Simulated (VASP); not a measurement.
Ta, 1 atom in the cell. The structure is orthorhombic, space group Immm (No. 71). Conventional cell: a = 3.116 Å, b = 3.280 Å, c = 3.641 Å, α = 90.00°, β = 90.00°, γ = 90.00°. Ta (site symmetry mmm) has 14 Ta at 2.90 to 3.64 Å within 3.8 Å.  This cell differs from its parent crystal: normal strain along x +0.1100, normal strain along z -0.0500.

* Program: VASP 6.6.1
* Task: single point
* Functional: PBEsol
* Potentials or basis: VASP PAW PBE potentials, release 64 (Ta_pv)
* Cutoff: 520 eV
* k mesh: 20 × 20 × 20
* Occupations: gaussian, width 0.15 eV
* Spin: no spin polarisation
* Dipole correction: no
* Further INCAR settings: ALGO = Fast; EDIFF = 1e-06; NBANDS = 12

Potentials or basis: VASP PAW PBE potentials, release 64 (Ta_pv).

Command:

```console
$ cat potpaw_PBE.64/Ta_pv/POTCAR > POTCAR
$ mpirun -np 1 vasp_std > vasp.out
```

Hardware: 1 thread of Intel(R) Xeon(R) 6975P-C (Granite Rapids) (shared host).

**Question.** How long does it take, and how much memory?

**Answer.** Wall time 98 s on 1 thread of Intel(R) Xeon(R) 6975P-C (Granite Rapids) (shared host), peak memory 0.35 GiB. Counts: scf iterations 12, k points 1166.
